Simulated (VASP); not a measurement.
Runs of VASP 6.6.1 on Pt. The structure is that of space group Fm-3m (No. 225), or close to it. The cells are those of the table. 

```csv
task,level,potentials or basis,cell,cutoff (eV),gap on the mesh (eV),pressure (GPa),relaxed volume (Å³/atom)
relaxation of cell and atoms,PBE,"VASP PAW PBE potentials, release 64 (Pt)","relaxed from a = 2.773 Å, angles 60.0°, 1 atom",600,none,-0.3,(a)
relaxation of cell and atoms,r2SCAN+D4,"VASP PAW PBE potentials, release 64 (Pt)","relaxed from a = 2.773 Å, angles 60.0°, 1 atom",600,none,-0.1,15.23
single point,PBE,"VASP PAW PBE potentials, release 64 (Pt)","a = 2.809 Å, angles 60.0°, 1 atom",520,none,-0.5,-
single point,r2SCAN+D4,"VASP PAW PBE potentials, release 64 (Pt)","a = 2.780 Å, angles 60.0°, 1 atom",520,none,0.7,-
relaxation of cell and atoms,RPBE,"VASP PAW PBE potentials, release 64 (Pt)","relaxed from a = 2.773 Å, angles 60.0°, 1 atom",600,none,-0.1,15.91
single point,RPBE,"VASP PAW PBE potentials, release 64 (Pt)","a = 2.825 Å, angles 60.0°, 1 atom",520,none,-0.5,-
single point,LDA,"VASP PAW LDA potentials, release 64 (Pt)","a = 2.754 Å, angles 60.0°, 1 atom",520,none,0.8,-
relaxation of cell and atoms,LDA,"VASP PAW LDA potentials, release 64 (Pt)","relaxed from a = 2.773 Å, angles 60.0°, 1 atom",600,none,-0.1,(b)
```

Alike in all rows: no spin polarisation; k mesh 13 × 13 × 13; smearing fermi-dirac 0.1 eV.

Task: Estimate the missing entries.

Result: (a) 15.66; (b) 14.82.

Caveats: spin-orbit coupling is left out, which moves the levels of the heavy elements; the PAW data sets were made with another functional, which shifts forces and pressure a little (some runs); pairwise dispersion overbinds metals, which lowers pressure and volume (some runs).

A k mesh can miss the band edges, and the runs leave out spin-orbit coupling on Pt.

A gap of «none» marks levels without a gap at the run's occupations.
